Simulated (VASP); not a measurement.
Here is a VASP 6.6.1 calculation.

INCAR

```
SYSTEM = InP
ALGO = Normal ; EDIFF = 1E-7
EDIFFG = -0.001 ; ENCUT = 600
GGA = CA ; IBRION = 2
ISIF = 3 ; ISMEAR = 0
LASPH = .TRUE. ; LCHARG = .FALSE.
LREAL = .FALSE. ; LWAVE = .FALSE.
NELM = 60 ; NSW = 80
PREC = Accurate ; PSTRESS = 40.0
SIGMA = 0.01
```

Contents of KPOINTS:

```
k-points
0
G
  10 10 10
  0 0 0
```

The input POSCAR:

```
InP
1.0
    0.0000000000      2.9135471699      2.9135471699
    2.9135471699      0.0000000000      2.9135471699
    2.9135471699      2.9135471699      0.0000000000
In P
1 1
Direct
    0.0000000000      0.0000000000      0.0000000000
    0.7500000000      0.7500000000      0.7500000000
```

Potentials or basis: VASP PAW LDA potentials, release 64 (In_d, P).

Run with:

```sh
$ cat potpaw_LDA.64/In_d/POTCAR potpaw_LDA.64/P/POTCAR > POTCAR
$ mpirun -np 1 vasp_std > vasp.out
```

(1) Predict the relaxed volume.

(2) Predict the relaxed cell.

(3) Estimate the space group after relaxing (to 0.05 Å).

## Answers

(1) 23.54 Å³/atom.

(2) a = 4.053 Å, b = 4.053 Å, c = 4.053 Å, α = 60.00°, β = 60.00°, γ = 60.00°.

(3) F-43m (No. 216).

Caveat: the cell is relaxed towards a set pressure, so the enthalpy falls and the energy may rise.
